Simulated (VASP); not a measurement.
## O: single point with PBEsol

O:

```
O
1.0
     0.00000    2.39571    2.39571
     2.39571    0.00000    2.39571
     2.39571    2.39571    0.00000
O
2
Direct
  0.78500 0.90500 0.90500
  0.21500 0.09500 0.09500
```

This cell differs from its parent crystal: shortest bond scaled by 0.76.

- Program: VASP 6.6.1
- Task: single point
- Functional: PBEsol
- Potentials or basis: VASP PAW PBE potentials, release 64 (O)
- Cutoff: 520 eV
- k mesh: 11 × 11 × 11
- Occupations: fermi-dirac, width 0.05 eV
- Spin: no spin polarisation
- Dipole correction: no
- Further INCAR settings: ALGO = Normal; EDIFF = 1e-06; NBANDS = 13

```json
{
 "Pressure": "-25.0 GPa",
 "Largest force": "6.536 eV/Å",
 "Band gap on the k mesh": "zero (band 6 reaches -1.43 eV, above the bottom of band 7 at -3.11 eV)"
}
```

Forces on the atoms (eV/Å):
```
O    3.774 -3.774 -3.774
O   -3.774  3.774  3.774
```

Stress tensor (GPa, compression positive):
```
-24.98  22.24  22.24
 22.24 -24.98 -22.24
 22.24 -22.24 -24.98
```

Levels at points of the mesh, in eV from the Fermi level:
```
           k point  band 2  band 3  band 4  band 5  band 6  band 7  band 8  band 9  band 10  band 11
(0.00, 0.00, 0.00)  -13.33   -5.65   -2.02   -2.02   -0.93   -0.93    3.53    9.00    20.77    20.77
```

Wall time 57 s on 1 thread of Intel(R) Xeon(R) Platinum 8259CL CPU @ 2.50GHz (Skylake/Cascade Lake), with other jobs on the host, peak memory 0.17 GiB.

Caveat: the cell differs from its parent crystal (shortest bond scaled by 0.76); the PAW data sets were made with another functional, which shifts forces and pressure a little.
